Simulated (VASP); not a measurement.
The system is Co.

```
Co
1.0
    -1.77400   -1.77400   -3.54800
     1.77400   -1.77400    0.00000
    -1.77400   -1.77400    0.00000
Co
2
Direct
  0.00000 0.00000 0.00000
  0.50000 0.50000 0.00000
```

Base run:

- Program: VASP 6.6.1
- Functional: PBE
- Potentials or basis: VASP PAW PBE potentials, release 64 (Co)
- Cutoff: 600 eV
- k mesh: 7 × 10 × 12
- Occupations: fermi-dirac, width 0.05 eV
- Spin: collinear spin, ferromagnetic start
- Starting moments: [3.0, 3.0] μB

Its results: pressure -5.0 GPa.

Task: The run is repeated on the same cell with these changes: spin from collinear spin, ferromagnetic start to no spin polarisation; further incar settings from ALGO = Normal; EDIFF = 1e-06; NBANDS = 20; ISYM = 0 to ALGO = Normal; EDIFF = 1e-06; NBANDS = 16; ISYM = 0. What comes out?

Result: Pressure -17.3 GPa.
